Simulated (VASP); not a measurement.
# H2C5 in VASP: a series of runs

Runs on H2C5. Level: PBE. Tasks: single point.

All numbers are computed with VASP 6.6.1; they aren't measurements. Logs are shortened: lines on timing, memory, paths and dates and some standing lists are left out, and cuts for length are marked.

**1. The cell of the first run**

The cell holds a slab with vacuum, 56 atoms: a = 5.049 Å, b = 10.097 Å, c = 16.165 Å, α = 90.00°, β = 90.00°, γ = 90.00°.

**2. Single point, PBE**

The input, INCAR:

```
  ALGO = Normal
  EDIFF = 1E-6
  ENCUT = 520
  GGA = PE
  ISIF = 2
  ISMEAR = -1
  LASPH = T
  LCHARG = T
  LELF = T
  LREAL = Auto
  LVHAR = T
  LWAVE = F
  NBANDS = 122
  NELM = 60
  PREC = Accurate
  SIGMA = 0.02
```

The input, KPOINTS:

```
k-points
0
Gamma
  2 1 1
```

The input, POSCAR:

```
H2C5
1.0
    5.0487420000      0.0000000000      0.0000000000
    0.0000000000     10.0974850000      0.0000000000
    0.0000000000      0.0000000000     16.1647000000
H C
16 40
Direct
    0.4277897346      0.0000000000      0.0618631957
    0.0722160095      0.0000000000      0.0618631957
    0.9277954786      0.0000000000      0.0618631957
    0.5722217535      0.0000000000      0.0618631957
    0.4277897346      0.2500028472      0.0618631957
    0.0722160095      0.2500028472      0.0618631957
    0.9277954786      0.2500028472      0.0618631957
    0.5722217535      0.2500028472      0.0618631957
    0.4277897346      0.4999957910      0.0618631957
    0.0722160095      0.4999957910      0.0618631957
    0.9277954786      0.4999957910      0.0618631957
    0.5722217535      0.4999957910      0.0618631957
    0.4277897346      0.7499986383      0.0618631957
    0.0722160095      0.7499986383      0.0618631957
    0.9277954786      0.7499986383      0.0618631957
    0.5722217535      0.7499986383      0.0618631957
    0.2500028720      0.0000000000      0.1011277661
    0.7500086160      0.0000000000      0.1011277661
    0.2500028720      0.2500028472      0.1011277661
    0.7500086160      0.2500028472      0.1011277661
    0.2500028720      0.4999957910      0.1011277661
    0.7500086160      0.4999957910      0.1011277661
    0.2500028720      0.7499986383      0.1011277661
    0.7500086160      0.7499986383      0.1011277661
    0.2500028720      0.1250014236      0.1563406682
    0.7500086160      0.1250014236      0.1563406682
    0.2500028720      0.3750042709      0.1563406682
    0.7500086160      0.3750042709      0.1563406682
    0.2500028720      0.6249972147      0.1563406682
    0.7500086160      0.6249972147      0.1563406682
    0.2500028720      0.8750000619      0.1563406682
    0.7500086160      0.8750000619      0.1563406682
    0.0033275616      0.1288637715      0.2044702345
    0.4987381015      0.1264374248      0.2056456352
    0.0017430085      0.3727066690      0.2196452764
    0.4987182946      0.3639520138      0.2195401090
   -0.0051101839      0.6193027274      0.2089862478
    0.4917462608      0.6177775951      0.2111143417
    0.0064372471      0.8710981002      0.2163232228
    0.5068391294      0.8747920893      0.2253490631
    0.0067145439      0.0009804422      0.2696369249
    0.5030560088      0.0055063216      0.2799804512
   -0.0024560574      0.2387723280      0.2729218606
    0.4942815458      0.2345336487      0.2720186579
    0.0107749614      0.5056209541      0.2733734619
    0.5103449533      0.4990450592      0.2780626922
   -0.0023570228      0.7425512392      0.2693276089
    0.4948361394      0.7424720116      0.2761820510
    0.2538454134      0.0528052282      0.3176118332
    0.7680131011      0.0481704108      0.3132442916
    0.2427535414      0.1858878721      0.3178592860
    0.7470771927      0.1907306621      0.3151682370
    0.2526371916      0.5527019847      0.3174881068
    0.7640715251      0.5590996174      0.3133247137
    0.2460612961      0.6976093552      0.3186573212
    0.7519893074      0.6923506200      0.3074167785
```

Potentials or basis: VASP PAW PBE potentials, release 64 (H, C).

Command:

```console
$ cat potpaw_PBE.64/H/POTCAR potpaw_PBE.64/C/POTCAR > POTCAR
$ mpirun -np 1 vasp_std > vasp.out
```

OUTCAR:

```text
EDIFF = 1E-6
   ENCUT = 520
   GGA = PE
   ISIF = 2
   ISMEAR = -1
   LASPH = T
   LREAL = Auto
   NELM = 60
   PREC = Accurate

 ion  position               nearest neighbor table
   1  0.428  0.000  0.062-   4 0.73  17 1.10
   2  0.072  0.000  0.062-   3 0.73  17 1.10
   3  0.928  0.000  0.062-   2 0.73  18 1.10
   4  0.572  0.000  0.062-   1 0.73  18 1.10
   5  0.428  0.250  0.062-   8 0.73  19 1.10
   6  0.072  0.250  0.062-   7 0.73  19 1.10
[... 8 lines left out ...]
  15  0.928  0.750  0.062-  14 0.73  24 1.10
  16  0.572  0.750  0.062-  13 0.73  24 1.10
  17  0.250  0.000  0.101-   2 1.10   1 1.10  31 1.55  25 1.55
  18  0.750  0.000  0.101-   4 1.10   3 1.10  32 1.55  26 1.55
  19  0.250  0.250  0.101-   6 1.10   5 1.10  25 1.55  27 1.55
  20  0.750  0.250  0.101-   8 1.10   7 1.10  26 1.55  28 1.55
  21  0.250  0.500  0.101-  10 1.10   9 1.10  27 1.55  29 1.55
  22  0.750  0.500  0.101-  12 1.10  11 1.10  28 1.55  30 1.55
[... 24 lines left out ...]
  47  0.998  0.743  0.269-  56 1.47  55 1.55  39 1.56  37 1.58
  48  0.495  0.742  0.276-  56 1.48  55 1.50  40 1.57  38 1.64
  49  0.254  0.053  0.318-  51 1.34  42 1.48  41 1.56
  50  0.768  0.048  0.313-  52 1.44  41 1.48  42 1.50
  51  0.243  0.186  0.318-  49 1.34  43 1.53  44 1.55
  52  0.747  0.191  0.315-  50 1.44  43 1.52  44 1.52
  53  0.253  0.553  0.317-  55 1.46  45 1.49  46 1.55
  54  0.764  0.559  0.313-  56 1.35  45 1.50  46 1.53
  55  0.246  0.698  0.319-  53 1.46  48 1.50  47 1.55
  56  0.752  0.692  0.307-  54 1.35  47 1.47  48 1.48

  LATTYP: Found a simple orthorhombic cell.
 ALAT       =     5.0487420000
 B/A-ratio  =     2.0000001981
 C/A-ratio  =     3.2017282721

  Lattice vectors:

 A1 = (   5.0487420000,   0.0000000000,   0.0000000000)
 A2 = (   0.0000000000,  10.0974850000,   0.0000000000)
 A3 = (   0.0000000000,   0.0000000000,  16.1647000000)

Analysis of symmetry for initial positions (statically):
=====================================================================
 Subroutine PRICEL returns:
 Original cell was already a primitive cell.

 Routine SETGRP: Setting up the symmetry group for a
 simple orthorhombic supercell.

 Subroutine GETGRP returns: Found  1 space group operations
 (whereof  1 operations were pure point group operations)
 out of a pool of  8 trial point group operations.

The static configuration has the point symmetry C_1 .

Analysis of symmetry for dynamics (positions and initial velocities):
=====================================================================
 Subroutine PRICEL returns:
 Original cell was already a primitive cell.

 Routine SETGRP: Setting up the symmetry group for a
 simple orthorhombic supercell.

 Subroutine GETGRP returns: Found  1 space group operations
 (whereof  1 operations were pure point group operations)
 out of a pool of  8 trial point group operations.

The dynamic configuration has the point symmetry C_1 .

 Subroutine INISYM returns: Found  1 space group operations
 (whereof  1 operations are pure point group operations),
 and found     1 'primitive' translations

----------------------------------------------------------------------------------------

                                     Primitive cell

  volume of cell :     824.0699

  direct lattice vectors                    reciprocal lattice vectors
     5.048742000  0.000000000  0.000000000     0.198069143  0.000000000  0.000000000
     0.000000000 10.097485000  0.000000000     0.000000000  0.099034562  0.000000000
     0.000000000  0.000000000 16.164700000     0.000000000  0.000000000  0.061863196

  length of vectors
     5.048742000 10.097485000 16.164700000     0.198069143  0.099034562  0.061863196

  position of ions in fractional coordinates (direct lattice)
     0.427789735  0.000000000  0.061863196
     0.072216010  0.000000000  0.061863196
     0.927795479  0.000000000  0.061863196
     0.572221754  0.000000000  0.061863196
     0.427789735  0.250002847  0.061863196
     0.072216010  0.250002847  0.061863196
[... 48 lines left out ...]
     0.246061296  0.697609355  0.318657321
     0.751989307  0.692350620  0.307416778

  ion indices of the primitive-cell ions
   primitive index   ion index
                 1           1
                 2           2
                 3           3
                 4           4
                 5           5
                 6           6
[... 48 lines left out ...]
                55          55
                56          56

----------------------------------------------------------------------------------------

 KPOINTS: k-points

Automatic generation of k-mesh.
 Grid dimensions read from file:
 generate k-points for:    2    1    1

 Generating k-lattice:

  Cartesian coordinates                     Fractional coordinates (reciprocal lattice)
     0.099034571  0.000000000  0.000000000     0.500000000  0.000000000  0.000000000
     0.000000000  0.099034562  0.000000000     0.000000000  1.000000000  0.000000000
     0.000000000  0.000000000  0.061863196     0.000000000  0.000000000  1.000000000

  Length of vectors
     0.099034571  0.099034562  0.061863196

  Shift w.r.t. Gamma in fractional coordinates (k-lattice)
     0.000000000  0.000000000  0.000000000

 Subroutine IBZKPT returns following result:
 ===========================================

 Found      2 irreducible k-points:

 Following reciprocal coordinates:
            Coordinates               Weight
  0.000000  0.000000  0.000000      1.000000
  0.500000  0.000000  0.000000      1.000000
   k-points           NKPTS =      2   k-points in BZ     NKDIM =      2   number of bands    NBANDS=    122
   number of dos      NEDOS =    301   number of ions     NIONS =     56
   total plane-waves  NPLWV = 384000
   dimension x,y,z NGX =    40 NGY =   80 NGZ =  120
   dimension x,y,z NGXF=    80 NGYF=  160 NGZF=  240
   ions per type =              16  40
   NGX,Y,Z   is equivalent  to a cutoff of  13.17, 13.17, 12.34 a.u.
   NGXF,Y,Z  is equivalent  to a cutoff of  26.34, 26.34, 24.68 a.u.
 SYSTEM =  unknown system
   PREC   = accura    normal or accurate (medium, high low for compatibility)
   ISTART =      0    job   : 0-new  1-cont  2-samecut
   ICHARG =      2    charge: 1-file 2-atom 10-const
   ISPIN  =      1    spin polarized calculation?
   LNONCOLLINEAR =      F non collinear calculations
   LSORBIT =      F    spin-orbit coupling
   LASPH  =      T    aspherical Exc in radial PAW
   ENCUT  =  520.0 eV  38.22 Ry    6.18 a.u.   9.39 18.77 30.06*2*pi/ulx,y,z
   NELM   =     60;   NELMIN=  2; NELMDL= -5     # of ELM steps
   EDIFF  = 0.1E-05   stopping-criterion for ELM
   LREAL  =      T    real-space projection
   EDIFFG = 0.1E-04   stopping-criterion for IOM
   NSW    =      0    number of steps for IOM
   IBRION =     -1    ionic relax: 0-MD 1-quasi-New 2-CG
   NFREE  =      0    steps in history (QN), initial steepest desc. (CG)
   ISIF   =      2    stress and relaxation
   ISYM   =      2    0-nonsym 1-usesym 2-fastsym
   POTIM  = 0.5000    time-step for ionic-motion
   TEBEG  =    0.0;   TEEND  =   0.0 temperature during run
   PSTRESS=    0.0 pullay stress
   NELECT =     176.0000    total number of electrons
   NUPDOWN=      -1.0000    fix difference up-down
   EMIN   =  10.00;   EMAX   =-10.00  energy-range for DOS
   EFERMI =   0.00;   METHOD = LEGACY
   ISMEAR =    -1;   SIGMA  =   0.02  broadening in eV -4-tet -1-fermi 0-gaus
   EFERMI_NEDOS =   21; number of points for ismear=-14 and -15
   IALGO  =     38    algorithm
   IMIX   =      4    mixing-type and parameters
     AMIX     =   0.40;   BMIX     =  1.00
     AMIX_MAG =   1.60;   BMIX_MAG =  1.00
  volume/ion in A,a.u.               =      14.72        99.31
  Fermi-wavevector in a.u.,A,eV,Ry     =   0.978568  1.849226 13.028877  0.957595
  Thomas-Fermi vector in A             =   2.109354
   LORBIT       =      0    0 simple, 1 ext, 2 COOP (PROOUT), +10 PAW based schemes
   GGA     = PE    functional components
[... 5 lines left out ...]
 non-spin polarized calculation
  energy-cutoff  :      520.00
  volume of cell :      824.07
 maximum number of plane-waves:     22199
 NGX is ok and might be reduce to    40
   NGX = 19   NGY = 37   NGZ = 61

 number of electron     176.0000003 magnetization

 Free energy of the ion-electron system (eV)
  ---------------------------------------------------
  ext. energy  EPLUGINS =         0.00000000
  ---------------------------------------------------
  free energy    TOTEN  =      -376.27004667 eV

  energy without entropy =     -376.27004666  energy(sigma->0) =     -376.27004667

 E-fermi :   0.8309     XC(G=0):  -5.1869

 val. band max:        0.4795581599   @ k =   0.0000   0.0000   0.0000
 cond. band min:       1.1822856548   @ k =   0.0000   0.0000   0.0000
 fundamental gap:      0.7027274949
 Fermi energy:         0.8308500947

 k-point     1 :       0.0000    0.0000    0.0000
  band No.  band energies     occupation
      1     -20.7877      2.00000
      2     -20.2942      2.00000
      3     -18.8284      2.00000
      4     -18.7578      2.00000
      5     -18.0599      2.00000
      6     -16.5161      2.00000
[... 92 lines left out ...]
     99       4.2124      0.00000
    100       4.2592      0.00000

 k-point     2 :       0.5000    0.0000    0.0000
  band No.  band energies     occupation
      1     -19.7558      2.00000
      2     -19.5943      2.00000
      3     -19.2502      2.00000
      4     -18.9977      2.00000
      5     -17.7834      2.00000
      6     -17.6682      2.00000
[... 92 lines left out ...]
     99       4.6871      0.00000
    100       4.9038      0.00000
 [bands above 100 left out]

------------------------ aborting loop because EDIFF is reached ----------------------------------------

  FORCE on cell =-STRESS in cart. coord.  units (eV):
  Direction    XX          YY          ZZ          XY          YZ          ZX
  --------------------------------------------------------------------------------------
  -------------------------------------------------------------------------------------
  Total      161.3350251    -14.3745007    -26.0393632      4.0634726      5.4381349     -3.1000520
  in kB      313.6716003    -27.9472647    -50.6263827      7.9003052     10.5729582     -6.0271988
  external PRESSURE =      78.3659843 kB  Pullay stress =       0.0000000 kB

 VOLUME and BASIS-vectors are now :
 -----------------------------------------------------------------------------
  energy-cutoff  :      520.00
  volume of cell :      824.07
      direct lattice vectors                 reciprocal lattice vectors
     5.048742000  0.000000000  0.000000000     0.198069143  0.000000000  0.000000000
     0.000000000 10.097485000  0.000000000     0.000000000  0.099034562  0.000000000
     0.000000000  0.000000000 16.164700000     0.000000000  0.000000000  0.061863196

 POSITION                                       TOTAL-FORCE (eV/Angst)
 -----------------------------------------------------------------------------------
      2.15980      0.00000      1.00000        -8.937880     -0.038302      0.077891
      0.36460      0.00000      1.00000         8.921571     -0.071918      0.046891
      4.68420      0.00000      1.00000        -8.911839     -0.083672      0.072254
      2.88900      0.00000      1.00000         8.920679     -0.038990      0.061679
      2.15980      2.52440      1.00000        -8.923035      0.075792      0.033804
      0.36460      2.52440      1.00000         8.912344      0.027059      0.039522
[... 48 lines left out ...]
      1.24230      7.04410      5.15100        -0.060685     -2.338795     -0.645124
      3.79660      6.99100      4.96930        -0.325058      0.944326      2.073837
 -----------------------------------------------------------------------------------
    total drift:                                0.009226     -0.002992      0.001264

  FREE ENERGIE OF THE ION-ELECTRON SYSTEM (eV)
  ---------------------------------------------------
  free  energy   TOTEN  =      -376.2700466740 eV

  energy  without entropy=     -376.2700466564  energy(sigma->0) =     -376.27004667
```

It took 6 min on 1 thread of Intel Xeon Platinum 8488C (Sapphire Rapids), shared host; peak memory 0.76 GiB.

What came out:

```
Free energy            : -376.2700 eV
Largest force          : 8.938 eV/Å
Band gap on the k mesh : 0.70 eV
```

Forces on the atoms (eV/Å):
```
H   -8.938 -0.038  0.078
H    8.922 -0.072  0.047
H   -8.912 -0.084  0.072
H    8.921 -0.039  0.062
H   -8.923  0.076  0.034
H    8.912  0.027  0.040
H   -8.924  0.013  0.019
H    8.908  0.089  0.047
H   -8.909 -0.100  0.022
H    8.901 -0.112  0.062
H   -8.877 -0.144  0.061
H    8.900 -0.066  0.039
H   -8.937  0.019  0.022
H    8.889  0.039  0.083
H   -8.877  0.073  0.080
H    8.893 -0.015  0.056
C    0.035 -0.283  1.225
C   -0.143 -0.249  1.283
C    0.044  0.336  0.776
C    0.080  0.312  0.828
C    0.232 -0.137  1.256
C   -0.219 -0.108  1.328
C    0.454  0.128  1.504
C   -0.317  0.096  1.592
C    0.335  0.178 -3.593
C    0.040  0.188 -3.127
C   -0.037 -0.785  1.857
C    0.085 -0.897  1.904
C   -0.661 -0.959 -1.905
C   -1.020 -1.078 -1.798
C    0.518 -0.251  1.706
C    0.384 -0.164  2.005
C   -0.501 -1.909  1.893
C    0.161 -1.705  1.799
C    0.070  0.420  0.044
C    0.351  2.694  0.488
C    2.133  1.660 -1.780
C    1.006  1.568 -1.630
C   -0.653  0.772  0.022
C   -1.122 -0.214 -1.596
C    0.441  1.500 -0.082
C    1.123 -0.867 -2.986
C   -0.024 -0.214 -0.416
C    0.441  0.079  0.345
C   -0.937  0.285 -0.835
C   -1.250  1.683 -1.396
C    1.242 -1.140 -0.021
C    0.486 -0.865 -1.535
C   -0.896 -1.480 -0.864
C   -2.642  2.389  0.374
C    0.695  2.550 -1.085
C    1.242 -1.287 -0.468
C    0.574  1.718 -0.178
C   -1.315 -2.240  0.813
C   -0.061 -2.339 -0.645
C   -0.325  0.944  2.074
```

Levels at points of the mesh, in eV from the valence-band top:
| k point | band 85 | band 86 | band 87 | band 88 | band 89 | band 90 | band 91 | band 92 |
| --- | --- | --- | --- | --- | --- | --- | --- | --- |
| (0.00, 0.00, 0.00) | -0.52 | -0.34 | -0.13 | 0.00 | 0.70 | 0.80 | 1.32 | 2.00 |
| (0.50, 0.00, 0.00) | -1.25 | -0.94 | -0.78 | -0.49 | 1.14 | 1.30 | 1.47 | 2.13 |

Caveat: the k points lie up to 0.62 Å⁻¹ apart.

(Part 1 of 2 ends here.)
